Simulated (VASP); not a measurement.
Write the native input for VASP 6.6.1 that does the following.

```
Task                   : single point
Functional             : PBE
Potentials or basis    : VASP PAW PBE potentials, release 64 (Al, Fe)
Cutoff                 : 520 eV
k mesh                 : 14 × 14 × 14
Occupations            : gaussian, width 0.1 eV
Spin                   : collinear spin, ferromagnetic start
Starting moments       : [0.0, 0.77] μB
Dipole correction      : no
Further INCAR settings : ALGO = Normal; EDIFF = 1e-07; NBANDS = 16
```

The structure of AlFe lies in POSCAR:

```
AlFe
1.0
    2.7544252092      0.0000000000      0.0000000000
    0.0000000000      2.7544252092      0.0000000000
    0.0000000000      0.0000000000      2.7544252092
Al Fe
1 1
Direct
    0.0000000000      0.0000000000      0.0000000000
    0.5000000000      0.5000000000      0.5000000000
```

This cell differs from its parent crystal: volume scaled by 0.88.

These files were run (other wordings do the same):

INCAR

```
ALGO = Normal
EDIFF = 1E-7
ENCUT = 520
GGA = PE
ISIF = 2
ISMEAR = 0
ISPIN = 2
LASPH = True
LCHARG = True
LELF = True
LMAXMIX = 4
LORBIT = 11
LREAL = False
LVHAR = True
LWAVE = False
MAGMOM = 0 0.77
NBANDS = 16
NELM = 150
PREC = Accurate
SIGMA = 0.1
```

KPOINTS

```
k-points
0
Gamma
  14 14 14
```

Potentials or basis: VASP PAW PBE potentials, release 64 (Al, Fe).

Command:

```console
$ cat potpaw_PBE.64/Al/POTCAR potpaw_PBE.64/Fe/POTCAR > POTCAR
$ mpirun -np 1 vasp_std > vasp.out
```

Results of the run:

The pressure is 29.6 GPa, the net moment is 0.61 μB per cell and the site moments are Al -0.02; Fe +0.64 μB. The valence electrons inside the program's atomic spheres are Al 0.92; Fe 7.71.

Wall time 28 s on 1 thread of Intel(R) Xeon(R) 6975P-C (Granite Rapids) (shared host), peak memory 0.18 GiB.
